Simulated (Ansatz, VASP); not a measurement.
## One calculation of MnSb, two programs

The input INCAR:

```
ALGO = Normal ; EDIFF = 1E-7
ENCUT = 520 ; GGA = CA
ISIF = 2 ; ISMEAR = -1
ISPIN = 2 ; LASPH = T
LCHARG = T ; LDAU = T
LDAUJ = 0 0 ; LDAUL = -1 2
LDAUPRINT = 1 ; LDAUTYPE = 2
LDAUU = 0 2 ; LELF = T
LMAXMIX = 4 ; LORBIT = 11
LREAL = F ; LVHAR = T
LWAVE = F ; MAGMOM = 0 0 4 4
NBANDS = 30 ; NELM = 150
PREC = Accurate ; SIGMA = 0.05
```

KPOINTS

```
k-points
0
Gamma
  7 7 5
```

Contents of POSCAR:

```
MnSb
1.0
    4.1500000000      0.0000000000      0.0000000000
   -2.0750000000      3.5940054257      0.0000000000
    0.0000000000      0.0000000000      5.7800000000
Sb Mn
2 2
Direct
    0.6666666667      0.3333333333      0.7500000000
    0.3333333333      0.6666666667      0.2500000000
    0.0000000000      0.0000000000      0.5000000000
    0.0000000000      0.0000000000      0.0000000000
```

Contents of input.yaml:

```yaml
crystal:
  lattice:
    - [4.15, 0.0, 0.0]
    - [-2.075, 3.5940054257, 0.0]
    - [0.0, 0.0, 5.78]
  atoms:
    - { symbol: Sb, position: [0.6666666667, 0.3333333333, 0.75] }
    - { symbol: Sb, position: [0.3333333333, 0.6666666667, 0.25] }
    - { symbol: Mn, position: [0.0, 0.0, 0.5], spin: 4.0 }
    - { symbol: Mn, position: [0.0, 0.0, 0.0], spin: 4.0 }
hamiltonian:
  xc: lda
  pseudopotentials: { kind: paw }
  hubbard: { sites: [{ species: Mn, l: d, u_eff: 2.0 }] }
magnetization:
  spin_polarized: true
kpoints:
  mp_grid: { grid: [7, 7, 5] }
  band_path:
    path:
      - [[0.0, 0.0, 0.0], [0.5, 0.0, 0.0], [0.3333333333, 0.3333333333, 0.0], [0.0, 0.0, 0.0], [0.0, 0.0, 0.5], [0.5, 0.0, 0.5], [0.3333333333, 0.3333333333, 0.5], [0.0, 0.0, 0.5]]
      - [[0.5, 0.0, 0.5], [0.5, 0.0, 0.0]]
      - [[0.3333333333, 0.3333333333, 0.0], [0.3333333333, 0.3333333333, 0.5]]
    npoints: 14
scf:
  occupations: { method: fermi_dirac, width: 0.05 }
  n_extra_bands: 10
output:
  forces: true
  stress: true
  eigenvalues: true
  fatbands: false
```

Alike in both runs: functional LDA; k mesh 7 × 7 × 5; occupations fermi-dirac, width 0.05 eV; collinear spin; Hubbard terms Mn d U = 2.0 eV.

|  | VASP | Ansatz |
| --- | --- | --- |
| version | VASP 6.6.1 | Ansatz 0.2.0 |
| potentials or method | VASP PAW LDA potentials, release 64 (Sb, Mn_pv) | Ansatz PAW |
| plane-wave cutoff (eV) | 520 | 420 |
| valence electrons in the cell | 36 | 60 |
| task | single point | band structure |

Ansatz gave:

```
gap on the k mesh at the Fermi level (eV)                     : none
pressure (GPa)                                                : -3.9
traceless stress, the component that is largest in VASP (GPa) : -0.17
net moment per atom (μB)                                      : 1.88
size of the moment on the site where the two differ most (μB) : 3.84
```

Problem. Which values does VASP return?

Solution. gap on the k mesh at the Fermi level (eV): none; pressure (GPa): -4.6; traceless stress, the component that is largest in VASP (GPa): -0.13; net moment per atom (μB): 1.86; size of the moment on the site where the two differ most (μB): 3.77.

LDA's correlation is that of Perdew and Zunger in VASP and of Perdew and Wang (1992) in Ansatz. Site moments also hang on the region over which each program counts them. The programs project onto different local orbitals, so the same U acts differently, and such runs can settle in different states. A gap of «none» marks a metal or a gap that the smearing closes. VASP's potentials hold 36 valence electrons a cell and Ansatz's 60, so a difference there can come from the potentials and not from the codes.

Neither program's run includes spin-orbit coupling. Noted on Ansatz's run: the magnetic or orbital state may not be the lowest.
